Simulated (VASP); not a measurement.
Set up this calculation in VASP 6.6.1, as the native input.

```yaml
Task: density of states
Functional: PBE
Potentials_or_basis: VASP PAW PBE potentials, release 64 (W_sv, N)
Cutoff: 520 eV
k_mesh: 6 × 6 × 6
Occupations: gaussian, width 0.05 eV
Spin: no spin polarisation
Dipole_correction: no
k_mesh_for_the_DOS: 9 × 9 × 9
Occupations_for_the_DOS: tetrahedron
Further_INCAR_settings: ALGO = Normal; EDIFF = 1e-07; NBANDS = 40
```

Crystal: W3N4.

```
CELL_PARAMETERS angstrom
4.12200 0.00000 0.00000
0.00000 4.12200 0.00000
0.00000 0.00000 4.12200
ATOMIC_POSITIONS crystal
W 0.50000 0.50000 0.00000
W 0.00000 0.50000 0.50000
W 0.50000 0.00000 0.50000
N 0.50000 0.50000 0.50000
N 0.50000 0.00000 0.00000
N 0.00000 0.50000 0.00000
N 0.00000 0.00000 0.50000
```

One way to write it, as run:

POSCAR

```
W3N4
1.0
    4.1220000000      0.0000000000      0.0000000000
    0.0000000000      4.1220000000      0.0000000000
    0.0000000000      0.0000000000      4.1220000000
W N
3 4
Direct
    0.5000000000      0.5000000000      0.0000000000
    0.0000000000      0.5000000000      0.5000000000
    0.5000000000      0.0000000000      0.5000000000
    0.5000000000      0.5000000000      0.5000000000
    0.5000000000      0.0000000000      0.0000000000
    0.0000000000      0.5000000000      0.0000000000
    0.0000000000      0.0000000000      0.5000000000
```

INCAR.step1

```
PREC = Accurate ; ENCUT = 520
EDIFF = 1E-7 ; ISMEAR = 0
SIGMA = 0.05 ; LREAL = F
LASPH = T ; NELM = 60
ALGO = Normal ; ISIF = 2
LWAVE = F ; LCHARG = T
LMAXMIX = 4 ; GGA = PE
NBANDS = 40
```

KPOINTS.step1

```
regular mesh
0
Gamma
  6 6 6
```

INCAR.step2

```
PREC = Accurate ; ENCUT = 520
EDIFF = 1E-7 ; ISMEAR = -5
SIGMA = 0.05 ; LREAL = F
LASPH = T ; NELM = 60
ALGO = Normal ; ISIF = 2
LWAVE = F ; LCHARG = F
LMAXMIX = 4 ; GGA = PE
LORBIT = 10 ; NBANDS = 40
NEDOS = 1001 ; ICHARG = 11
```

KPOINTS.step2

```
regular mesh
0
Gamma
  9 9 9
```

Potentials or basis: VASP PAW PBE potentials, release 64 (W_sv, N).

The run is started by

```bash
$ cat potpaw_PBE.64/W_sv/POTCAR potpaw_PBE.64/N/POTCAR > POTCAR
$ cp INCAR.step1 INCAR
$ cp KPOINTS.step1 KPOINTS
$ mpirun -np 1 vasp_std > vasp.out
$ cp INCAR.step2 INCAR
$ cp KPOINTS.step2 KPOINTS
$ mpirun -np 1 vasp_std > vasp.out
```

It gave:

```yaml
Valence_electrons_inside_the_program's_atomic_spheres: W 12.19; N 3.93, 3.79
```

Caveat: spin-orbit coupling is left out, which moves the levels of the heavy elements.

Wall time 100 s on 1 thread of AMD EPYC 7R13 Processor (Zen 3), on a shared host, peak memory 0.18 GiB.
